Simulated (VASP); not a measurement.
# ZrB2 (P6/mmm) in VASP: notebook, part 3 of 3

VASP 6.6.1. The steps go on from the part before.

## (5) Single point, HSE06

POSCAR

```
ZrB2
1.0
    3.1700000000      0.0000000000      0.0000000000
   -1.5850000000      2.7453005300      0.0000000000
    0.0000000000      0.0000000000      3.5330000000
Zr B
1 2
Direct
    0.0000000000      0.0000000000      0.0000000000
    0.6666666667      0.3333333333      0.5000000000
    0.3333333333      0.6666666667      0.5000000000
```

INCAR.step1

```
SYSTEM = ZrB2
PREC = Accurate ; ENCUT = 520
EDIFF = 1E-5 ; ISMEAR = -1
SIGMA = 0.05 ; LREAL = .FALSE.
LASPH = .TRUE. ; NELM = 80
ALGO = Normal ; ISIF = 2
LWAVE = .TRUE. ; GGA = PE
NBANDS = 16
```

INCAR.step2

```
SYSTEM = ZrB2
PREC = Accurate ; ENCUT = 520
EDIFF = 1E-7 ; ISMEAR = -1
SIGMA = 0.05 ; LREAL = .FALSE.
LASPH = .TRUE. ; NELM = 80
ALGO = Normal ; ISIF = 2
LWAVE = .FALSE. ; LCHARG = .TRUE.
GGA = PE ; LHFCALC = .TRUE.
HFSCREEN = 0.2079 ; PRECFOCK = Normal
LELF = .TRUE. ; LVHAR = .TRUE.
ISTART = 1 ; NBANDS = 16
```

KPOINTS

```
Automatic mesh
0
G
  6 6 4
  0 0 0
```

Potentials or basis: VASP PAW PBE potentials, release 64 (Zr_sv, B).

Launch:

```
$ cat potpaw_PBE.64/Zr_sv/POTCAR potpaw_PBE.64/B/POTCAR > POTCAR
$ cp INCAR.step1 INCAR
$ mpirun -np 1 vasp_std > vasp.out
$ cp INCAR.step2 INCAR
$ mpirun -np 1 vasp_std > vasp.out
```

OUTCAR:

```text
SYSTEM = ZrB2
   PREC = Accurate
   ENCUT = 520
   EDIFF = 1E-7
   ISMEAR = -1
   LREAL = .FALSE.
   LASPH = .TRUE.
   NELM = 80
   ISIF = 2
   GGA = PE
   LHFCALC = .TRUE.
   HFSCREEN = 0.2079
   PRECFOCK = Normal
   ISTART = 1

 ion  position               nearest neighbor table
   1  0.000  0.000  0.000-   2 2.54   3 2.54   2 2.54   3 2.54   2 2.54   2 2.54   3 2.54   3 2.54
                             2 2.54   2 2.54   3 2.54   3 2.54
   2  0.667  0.333  0.500-   3 1.83   3 1.83   3 1.83   1 2.54   1 2.54   1 2.54   1 2.54   1 2.54
                             1 2.54
   3  0.333  0.667  0.500-   2 1.83   2 1.83   2 1.83   1 2.54   1 2.54   1 2.54   1 2.54   1 2.54
                             1 2.54

  LATTYP: Found a hexagonal cell.
 ALAT       =     3.1700000000
 C/A-ratio  =     1.1145110410

  Lattice vectors:

 A1 = (   3.1700000000,   0.0000000000,   0.0000000000)
 A2 = (  -1.5850000000,   2.7453005300,   0.0000000000)
 A3 = (   0.0000000000,   0.0000000000,   3.5330000000)

Analysis of symmetry for initial positions (statically):
=====================================================================
 Subroutine PRICEL returns:
 Original cell was already a primitive cell.

 Routine SETGRP: Setting up the symmetry group for a
 hexagonal supercell.

 Subroutine GETGRP returns: Found 24 space group operations
 (whereof 24 operations were pure point group operations)
 out of a pool of 24 trial point group operations.

The static configuration has the point symmetry D_6h.

Analysis of symmetry for dynamics (positions and initial velocities):
=====================================================================
 Subroutine PRICEL returns:
 Original cell was already a primitive cell.

 Routine SETGRP: Setting up the symmetry group for a
 hexagonal supercell.

[... 126 lines left out ...]
   LORBIT       =      0    0 simple, 1 ext, 2 COOP (PROOUT), +10 PAW based schemes
   GGA     = PE    functional components
   LHFCALC =     T    Hartree Fock is set to
   PRECFOCK=normal    Normal, Fast or Accurate (Low or Medium for compatibility)
   ENCUT4O =  -1.0   cutoff for four orbital integrals eV
   NKREDX  =     1    reduce k-point grid by
   NKREDY  =     1    reduce k-point grid by
   NKREDZ  =     1    reduce k-point grid by
   AEXX    =    0.2500 exact exchange contribution
   HFSCREEN=    0.2079 screening length (either q_TF or 0.3 A-1)
   HFSCREENC=   0.2079 screening length for correlation (either q_TF or 0.3 A-1)
   ENCUTFOCK=  -1.0 apply spherical cutoff to Coloumb kernel
   IVDW    =     0    specifies the selected vdW correction
   LEPSILON=     F    determine dielectric tensor
   LRPA    =     F    only Hartree local field effects (RPA)
 non-spin polarized calculation
  energy-cutoff  :      520.00
  volume of cell :       30.75
 maximum number of plane-waves:       840
 NGX is ok and might be reduce to    24
  NGX = 18; NGY = 18; NGZ = 20

 number of electron      18.0000000 magnetization

 Free energy of the ion-electron system (eV)
  ---------------------------------------------------
  ext. energy  EPLUGINS =         0.00000000
  ---------------------------------------------------
  free energy    TOTEN  =       -27.92577385 eV

  energy without entropy =      -27.92106714  energy(sigma->0) =      -27.92342049

 E-fermi :  10.2815     XC(G=0): -10.1716

 val. band max:        9.8484135222   @ k =   0.3333   0.1667   0.0000
 cond. band min:      10.3363394264   @ k =   0.3333   0.1667   0.0000
 fundamental gap:      0.4879259042
 Fermi energy:        10.2814647408

 k-point     1 :       0.0000    0.0000    0.0000
  band No.  band energies     occupation
      1     -41.7454      2.00000
      2     -18.5798      2.00000
      3     -17.9567      2.00000
      4     -17.9567      2.00000
      5      -4.0198      2.00000
      6       7.4184      2.00000
[... 376 lines left out ...]
      3     -18.6350      2.00000
      4     -18.6350      2.00000
      5       0.4808      2.00000
      6       0.4808      2.00000
[... 8 lines left out ...]
     15      17.9659      0.00000
     16      20.8768      0.00000

------------------------ aborting loop because EDIFF is reached ----------------------------------------

  FORCE on cell =-STRESS in cart. coord.  units (eV):
  Direction    XX          YY          ZZ          XY          YZ          ZX
  --------------------------------------------------------------------------------------
  -------------------------------------------------------------------------------------
  Total       -0.2504339     -0.2504339     -0.6649512      0.0000000      0.0000000      0.0000000
  in kB      -13.0500142    -13.0500142    -34.6503469      0.0000000      0.0000000      0.0000000
  external PRESSURE =     -20.2501251 kB  Pullay stress =       0.0000000 kB

 VOLUME and BASIS-vectors are now :
 -----------------------------------------------------------------------------
  energy-cutoff  :      520.00
  volume of cell :       30.75
      direct lattice vectors                 reciprocal lattice vectors
     3.170000000  0.000000000  0.000000000     0.315457413  0.182129422  0.000000000
    -1.585000000  2.745300530  0.000000000     0.000000000  0.364258845  0.000000000
     0.000000000  0.000000000  3.533000000     0.000000000  0.000000000  0.283045570

 POSITION                                       TOTAL-FORCE (eV/Angst)
 -----------------------------------------------------------------------------------
      0.00000      0.00000      0.00000         0.000000      0.000000      0.000000
      1.58500      0.91510      1.76650         0.000000      0.000000      0.000000
     -0.00000      1.83020      1.76650        -0.000000     -0.000000      0.000000
 -----------------------------------------------------------------------------------
    total drift:                               -0.000000     -0.000000     -0.000000

  FREE ENERGIE OF THE ION-ELECTRON SYSTEM (eV)
  ---------------------------------------------------
  free  energy   TOTEN  =       -27.9257738505 eV

  energy  without entropy=      -27.9210671381  energy(sigma->0) =      -27.92342049
```

Wall time 14 min (1 thread of Intel Xeon 6975P-C (Granite Rapids), shared host); peak memory 0.26 GiB.

Results:

- Free energy: -27.9258 eV
- Pressure: -2.0 GPa
- Band gap on the k mesh: zero (bands 9 and 10 overlap by 0.82 eV)

Stress tensor (GPa, compression positive):
```
-1.31  0.00  0.00
 0.00 -1.31  0.00
 0.00  0.00 -3.47
```

Caveat: the k points lie up to 0.44 Å⁻¹ apart, too coarse for converged energies and pressures of a metal; the PAW data sets were made with another functional, which shifts forces and pressure a little.

## (6) Summary

```tsv
level	grid for exact exchange (PRECFOCK)	share of exact exchange	screening parameter	gap on the mesh (eV)	pressure (GPa)
revPBE	-	-	-	none	3.8
BLYP	-	-	-	none	7.9
r2SCAN	-	-	-	none	1.1
HSE06	Normal	0.25	0.2079 1/Å	none	-2.0
```

Alike in all rows: task single point; potentials or basis VASP PAW PBE potentials, release 64 (Zr_sv, B); no spin polarisation; cell as given; k mesh 6 × 6 × 4; cutoff (eV) 520; smearing fermi-dirac 0.05 eV.

Caveats: all runs use coarse meshes; the PAW data sets were made with another functional, which shifts forces and pressure a little.

Total energies depend on the potentials used, so only differences within one code and one set of settings carry meaning.

The gap in the log of VASP goes by the Fermi energy; the results here count the filled bands.